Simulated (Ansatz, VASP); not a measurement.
## Two plane-wave programs on SnO2

Contents of INCAR:

```
PREC = Accurate
ENCUT = 520
EDIFF = 1E-6
ISMEAR = 0
SIGMA = 0.05
LREAL = False
LASPH = True
NELM = 60
ALGO = Normal
ISIF = 2
LWAVE = False
LCHARG = True
GGA = CA
LELF = True
LVHAR = True
NBANDS = 64
```

Contents of KPOINTS:

```
Automatic mesh
0
Gamma
  6 6 6
```

The input POSCAR:

```
SnO2
1.0
    4.5280504045      0.0000000000      0.0000000000
    0.0000000000      5.4825998448      0.0000000000
    0.0000000000      0.0000000000      5.0096899514
Sn O
4 8
Direct
    0.5000000000      0.6673419135      0.7500000000
    0.0000000000      0.8326580865      0.2500000000
    0.5000000000      0.3326580865      0.2500000000
    0.0000000000      0.1673419135      0.7500000000
    0.7309254637      0.6050162923      0.0776916535
    0.2309254637      0.8949837077      0.9223083465
    0.7690745363      0.8949837077      0.5776916535
    0.2690745363      0.6050162923      0.4223083465
    0.7309254637      0.3949837077      0.5776916535
    0.2309254637      0.1050162923      0.4223083465
    0.7690745363      0.1050162923      0.0776916535
    0.2690745363      0.3949837077      0.9223083465
```

Input for Ansatz:

```yaml
crystal:
  lattice:
    - [4.5280504045, 0.0, 0.0]
    - [0.0, 5.4825998448, 0.0]
    - [0.0, 0.0, 5.0096899514]
  atoms:
    - { symbol: Sn, position: [0.5, 0.6673419135, 0.75] }
    - { symbol: Sn, position: [0.0, 0.8326580865, 0.25] }
    - { symbol: Sn, position: [0.5, 0.3326580865, 0.25] }
    - { symbol: Sn, position: [0.0, 0.1673419135, 0.75] }
    - { symbol: O, position: [0.7309254637, 0.6050162923, 0.0776916535] }
    - { symbol: O, position: [0.2309254637, 0.8949837077, 0.9223083465] }
    - { symbol: O, position: [0.7690745363, 0.8949837077, 0.5776916535] }
    - { symbol: O, position: [0.2690745363, 0.6050162923, 0.4223083465] }
    - { symbol: O, position: [0.7309254637, 0.3949837077, 0.5776916535] }
    - { symbol: O, position: [0.2309254637, 0.1050162923, 0.4223083465] }
    - { symbol: O, position: [0.7690745363, 0.1050162923, 0.0776916535] }
    - { symbol: O, position: [0.2690745363, 0.3949837077, 0.9223083465] }
basis:
  ecutwfc: 520.0
kpoints:
  mp_grid: { grid: [6, 6, 6] }
hamiltonian:
  xc: lda
  pseudopotentials: { kind: paw, azcp: { folder: soft_1 } }
scf:
  occupations: { method: gaussian, width: 0.05 }
output:
  forces: true
  stress: true
  eigenvalues: true
  write_density: true
  write_potential: true
  elf: true
  volumetric_format: npy
```

Change from the starting cell: volume 10.364 Å^3 an atom, stretch along b over the lengths across it, relative to the relaxed cell 1.0000.

Alike in both runs: task single point; functional LDA; k mesh 6 × 6 × 6; occupations gaussian, width 0.05 eV; no spin polarisation.

|  | VASP | Ansatz |
| --- | --- | --- |
| version | VASP 6.6.1 | Ansatz 0.2.0 |
| potentials or method | VASP PAW LDA potentials, release 64 (Sn_d, O), cutoff 520 eV | scalar-relativistic, plane waves, PAW |
| valence electrons in the cell | 104 | 104 |

Ansatz gave:

| Property | Result |
| --- | --- |
| gap on the k mesh at the Fermi level (eV) | 2.91 |
| least direct gap on the mesh (eV) | 2.91 |
| rms of the force components (eV/Å) | 0.253 |

**Question.** Which values does VASP return?

**Answer.** gap on the k mesh at the Fermi level (eV): 2.95; least direct gap on the mesh (eV): 2.95; rms of the force components (eV/Å): 0.273.

Ansatz warns that its potentials were made for another functional, while VASP's fit it. LDA's correlation is that of Perdew and Zunger in VASP and of Perdew and Wang (1992) in Ansatz. Atom by atom the forces differ by 0.020 eV/Å (rms over components).
